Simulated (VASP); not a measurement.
# MoS2 (R3m) in VASP: notebook, part 2 of 2

VASP 6.6.1. Earlier steps stand in the parts before.

## Step 4: Single point, PBEsol (biaxial strain in the a-b plane: -1.0 %)

File INCAR:

```
SYSTEM = MoS2
ALGO = Normal
EDIFF = 1E-6
ENCUT = 520
GGA = PS
ISIF = 2
ISMEAR = 0
LASPH = .True.
LCHARG = .False.
LREAL = .False.
LWAVE = .False.
NBANDS = 49
NELM = 60
PREC = Accurate
SIGMA = 0.02
```

File KPOINTS:

```
k-points
0
Gamma
  12 12 2
  0 0 0
```

File POSCAR:

```
MoS2
1.0
    3.1116390454      0.0000000000      0.0000000000
   -1.5558195227      2.6947584607      0.0000000000
    0.0000000000      0.0000000000     18.9683089340
Mo S
3 6
Direct
    0.0000000000      0.0000000000      0.0002317094
    0.6666666667      0.3333333333      0.3335650427
    0.3333333333      0.6666666667      0.6668983760
    0.3333333333      0.6666666667      0.2509161712
    0.6666666667      0.3333333333      0.0828511194
    0.0000000000      0.0000000000      0.5842495045
    0.3333333333      0.6666666667      0.4161844528
    0.6666666667      0.3333333333      0.9175828379
    0.0000000000      0.0000000000      0.7495177861
```

Potentials or basis: VASP PAW PBE potentials, release 64 (Mo_sv, S).

Started as:

```console
$ cat potpaw_PBE.64/Mo_sv/POTCAR potpaw_PBE.64/S/POTCAR > POTCAR
$ mpirun -np 1 vasp_std > vasp.out
```

OUTCAR:

```text
SYSTEM = MoS2
   EDIFF = 1E-6
   ENCUT = 520
   GGA = PS
   ISIF = 2
   ISMEAR = 0
   LASPH = .True.
   LREAL = .False.
   NELM = 60
   PREC = Accurate

 ion  position               nearest neighbor table
   1  0.000  0.000  0.000-   5 2.38   5 2.38   5 2.38   8 2.38   8 2.38   8 2.38
   2  0.667  0.333  0.334-   7 2.38   7 2.38   7 2.38   4 2.38   4 2.38   4 2.38
   3  0.333  0.667  0.667-   9 2.38   9 2.38   9 2.38   6 2.38   6 2.38   6 2.38
   4  0.333  0.667  0.251-   2 2.38   2 2.38   2 2.38
   5  0.667  0.333  0.083-   1 2.38   1 2.38   1 2.38
   6  0.000  0.000  0.584-   3 2.38   3 2.38   3 2.38
   7  0.333  0.667  0.416-   2 2.38   2 2.38   2 2.38
[... 1477 lines left out ...]
  external PRESSURE =      20.6970832 kB  Pullay stress =       0.0000000 kB

 VOLUME and BASIS-vectors are now :
 -----------------------------------------------------------------------------
  energy-cutoff  :      520.00
  volume of cell :      159.05
      direct lattice vectors                 reciprocal lattice vectors
     3.111639045  0.000000000  0.000000000     0.321374036  0.185545386  0.000000000
    -1.555819523  2.694758461  0.000000000     0.000000000  0.371090773  0.000000000
     0.000000000  0.000000000 18.968308934     0.000000000  0.000000000  0.052719513

 POSITION                                       TOTAL-FORCE (eV/Angst)
 -----------------------------------------------------------------------------------
      0.00000      0.00000      0.00440         0.000000      0.000000     -0.000365
      1.55582      0.89825      6.32716         0.000000      0.000000     -0.000365
     -0.00000      1.79651     12.64993         0.000000      0.000000     -0.000365
     -0.00000      1.79651      4.75946        -0.000000     -0.000000     -0.034339
      1.55582      0.89825      1.57155        -0.000000     -0.000000      0.034704
      0.00000      0.00000     11.08223        -0.000000     -0.000000     -0.034339
     -0.00000      1.79651      7.89432         0.000000     -0.000000      0.034704
      1.55582      0.89825     17.40499        -0.000000     -0.000000     -0.034339
      0.00000      0.00000     14.21708        -0.000000     -0.000000      0.034704
 -----------------------------------------------------------------------------------
    total drift:                                0.000000      0.000000     -0.000437

  FREE ENERGIE OF THE ION-ELECTRON SYSTEM (eV)
  ---------------------------------------------------
  free  energy   TOTEN  =       -70.3219130073 eV

  energy  without entropy=      -70.3219130073  energy(sigma->0) =      -70.32191301
```

OSZICAR:

```text
N       E                     dE             d eps       ncg     rms          rms(c)
DAV:   1     0.691401543029E+03    0.69140E+03   -0.42240E+04  4004   0.151E+03
DAV:   2    -0.333567301558E+02   -0.72476E+03   -0.69755E+03  4554   0.394E+02
DAV:   3    -0.735905621337E+02   -0.40234E+02   -0.39610E+02  4627   0.834E+01
DAV:   4    -0.745167764418E+02   -0.92621E+00   -0.92176E+00  4604   0.124E+01
DAV:   5    -0.745395183065E+02   -0.22742E-01   -0.22729E-01  4711   0.190E+00    0.463E+01
DAV:   6    -0.713290710429E+02    0.32104E+01   -0.21431E+01  4112   0.227E+01    0.159E+01
DAV:   7    -0.709178001462E+02    0.41127E+00   -0.96538E+00  4097   0.147E+01    0.105E+01
DAV:   8    -0.703186095323E+02    0.59919E+00   -0.19939E+00  4283   0.714E+00    0.369E+00
DAV:   9    -0.703403460483E+02   -0.21737E-01   -0.22280E-01  4797   0.186E+00    0.186E+00
DAV:  10    -0.703218380737E+02    0.18508E-01   -0.83686E-02  4334   0.152E+00    0.471E-01
DAV:  11    -0.703220594091E+02   -0.22134E-03   -0.46181E-03  4590   0.324E-01    0.191E-01
DAV:  12    -0.703219383263E+02    0.12108E-03   -0.37410E-04  4405   0.840E-02    0.128E-01
DAV:  13    -0.703219133283E+02    0.24998E-04   -0.37413E-04  4684   0.832E-02    0.341E-02
DAV:  14    -0.703219126156E+02    0.71269E-06   -0.30581E-05  4308   0.279E-02    0.363E-02
DAV:  15    -0.703219137754E+02   -0.11598E-05   -0.38623E-06  4242   0.722E-03    0.144E-02
DAV:  16    -0.703219130073E+02    0.76806E-06   -0.24230E-06  3239   0.828E-03
   1 F= -.70321913E+02 E0= -.70321913E+02  d E =-.437883E-19
```

Run time: 5.2 min. Hardware: 1 thread of Intel Xeon 6975P-C, shared host; peak memory 0.39 GiB.

What came out:

```
Free energy            : -70.3219 eV
Pressure               : 2.1 GPa
Largest force          : 0.035 eV/Å
Band gap on the k mesh : 1.08 eV
```

Forces on the atoms (eV/Å):
```
Mo   0.000  0.000  0.000
Mo   0.000  0.000  0.000
Mo   0.000  0.000  0.000
S    0.000  0.000 -0.034
S    0.000  0.000  0.035
S    0.000  0.000 -0.034
S    0.000  0.000  0.035
S    0.000  0.000 -0.034
S    0.000  0.000  0.035
```

Levels at points of the mesh, in eV from the valence-band top:
| k point | band 37 | band 38 | band 39 | band 40 | band 41 | band 42 |
| --- | --- | --- | --- | --- | --- | --- |
| (0.00, 0.00, 0.00) | -1.17 | -0.14 | -0.14 | 2.43 | 2.43 | 2.48 |
| (0.50, 0.00, 0.00) | -1.24 | -1.24 | -1.11 | 2.01 | 2.03 | 2.03 |
| (0.00, 0.00, 0.50) | -0.56 | -0.56 | 0.00 | 2.44 | 2.44 | 2.44 |
| (0.50, 0.00, 0.50) | -1.24 | -1.15 | -1.15 | 2.02 | 2.02 | 2.04 |

Caveat: the cell differs from its parent crystal (biaxial strain in the a-b plane: -1.0 %); the PAW data sets were made with another functional, which shifts forces and pressure a little; this functional lacks dispersion, which binds the layers, so the pressure and a relaxed spacing across them are unreliable. A k mesh can miss the band edges.

## Step 5: Single point, PBEsol (biaxial strain in the a-b plane: -1.0 %, then relaxed in part)

File INCAR:

```
ALGO = Normal
EDIFF = 1E-6
ENCUT = 520
GGA = PS
ISIF = 2
ISMEAR = 0
LASPH = True
LCHARG = True
LELF = True
LREAL = False
LVHAR = True
LWAVE = False
NBANDS = 49
NELM = 80
PREC = Accurate
SIGMA = 0.02
```

File KPOINTS:

```
k-points
0
Gamma
  12 12 2
```

File POSCAR:

```
MoS2
1.0
    3.1116390454      0.0000000000      0.0000000000
   -1.5558195227      2.6947584607      0.0000000000
    0.0000000000      0.0000000000     18.9909310803
Mo S
3 6
Direct
    0.0000000000      0.0000000000      0.0002316428
    0.6666666667      0.3333333333      0.3335649761
    0.3333333333      0.6666666667      0.6668983095
    0.3333333333      0.6666666667      0.2509206600
    0.6666666667      0.3333333333      0.0828466973
    0.0000000000      0.0000000000      0.5842539933
    0.3333333333      0.6666666667      0.4161800306
    0.6666666667      0.3333333333      0.9175873266
    0.0000000000      0.0000000000      0.7495133639
```

Started as:

```console
$ cat potpaw_PBE.64/Mo_sv/POTCAR potpaw_PBE.64/S/POTCAR > POTCAR
$ mpirun -np 1 vasp_std > vasp.out
```

Wall time 5.7 min (1 thread of Intel Xeon 6975P-C, shared host); peak memory 0.4 GiB.

The run converged. Its results:

* Free energy: -70.3221 eV
* Pressure: 1.9 GPa
* Band gap on the k mesh: 1.08 eV

Stress tensor (GPa, compression positive):
```
 2.83  0.00  0.00
 0.00  2.83  0.00
 0.00  0.00 -0.04
```

Levels at points of the mesh, in eV from the valence-band top:
```csv
k point,band 37,band 38,band 39,band 40,band 41,band 42
"(0.00, 0.00, 0.00)",-1.17,-0.14,-0.14,2.44,2.44,2.49
"(0.50, 0.00, 0.00)",-1.23,-1.23,-1.10,2.02,2.05,2.05
"(0.00, 0.00, 0.50)",-0.56,-0.56,0.00,2.45,2.45,2.45
"(0.50, 0.00, 0.50)",-1.23,-1.14,-1.14,2.03,2.03,2.05
```

Caveat: the cell differs from its parent crystal (biaxial strain in the a-b plane: -1.0 %, then relaxed in part); the PAW data sets were made with another functional, which shifts forces and pressure a little; this functional lacks dispersion, which binds the layers, so the pressure and a relaxed spacing across them are unreliable.

## Step 6: Overview

| spin | cell | k mesh | smearing | gap on the mesh (eV) | pressure (GPa) | largest force (eV/Å) |
| --- | --- | --- | --- | --- | --- | --- |
| collinear, ferromagnetic start | a = 6.738 Å, angles 27.3°, 3 atoms | 6 × 6 × 6 | gaussian 0.1 eV | 1.08 | -3.1 | 0.13 |
| off | a = 3.080, b = 3.080, c = 19.142 Å, angles 90.0, 90.0, 120.0°, 9 atoms | 12 × 12 × 2 | gaussian 0.02 eV | 1.15 | 3.9 | - |
| off | a = 3.112, b = 3.112, c = 18.968 Å, angles 90.0, 90.0, 120.0°, 9 atoms | 12 × 12 × 2 | gaussian 0.02 eV | 1.08 | 2.1 | 0.03 |
| off | a = 3.112, b = 3.112, c = 18.991 Å, angles 90.0, 90.0, 120.0°, 9 atoms | 12 × 12 × 2 | gaussian 0.02 eV | 1.08 | 1.9 | - |

Alike in all rows: task single point; level PBEsol; potentials or basis VASP PAW PBE potentials, release 64 (Mo_sv, S); cutoff (eV) 520.

Caveats: the PAW data sets were made with another functional, which shifts forces and pressure a little; this functional lacks dispersion, which binds the layers, so the pressure and a relaxed spacing across them are unreliable (some runs).

Total energies depend on the potentials used, so only differences within one code and one set of settings carry meaning.
